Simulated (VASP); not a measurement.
A run of VASP 6.6.1 is set up as follows.

The input INCAR:

```
SYSTEM = LaMnIn
PREC = Accurate
ENCUT = 520
EDIFF = 1E-6
ISMEAR = -1
SIGMA = 0.1
LREAL = .FALSE.
LASPH = .TRUE.
NELM = 150
ALGO = Normal
ISIF = 2
LWAVE = .FALSE.
LCHARG = .FALSE.
ISPIN = 2
MAGMOM = 0 4 0
LORBIT = 11
LMAXMIX = 6
GGA = PS
NBANDS = 30
```

The input KPOINTS:

```
Automatic mesh
0
G
  4 4 4
  0 0 0
```

POSCAR

```
LaMnIn
1.0
    4.5933410000      0.0000000000      0.0000000000
   -2.2966705000      3.9779499942      0.0000000000
    0.0000000000      0.0000000000      4.0965590000
La Mn In
1 1 1
Direct
    0.0000000000      0.0000000000      0.0000000000
    0.6666666667      0.3333333333      0.5000000000
    0.3333333333      0.6666666667      0.5000000000
```

Potentials or basis: VASP PAW PBE potentials, release 64 (La, Mn_pv, In_d).

Command:

```sh
$ cat potpaw_PBE.64/La/POTCAR potpaw_PBE.64/Mn_pv/POTCAR potpaw_PBE.64/In_d/POTCAR > POTCAR
$ mpirun -np 1 vasp_std > vasp.out
```

**Question.** What does it give for the net moment?

**Answer.** 3.35 μB per cell.

**Question.** Predict the pressure.

**Answer.** 1.6 GPa.

**Question.** Estimate the site moments.

**Answer.** La -0.13; Mn +3.57; In -0.08 μB.

Stress tensor (GPa, compression positive):
```
 2.55  0.00  0.00
 0.00  2.55  0.00
 0.00  0.00 -0.20
```

Caveat: the k points lie up to 0.39 Å⁻¹ apart; the PAW data sets were made with another functional, which shifts forces and pressure a little.
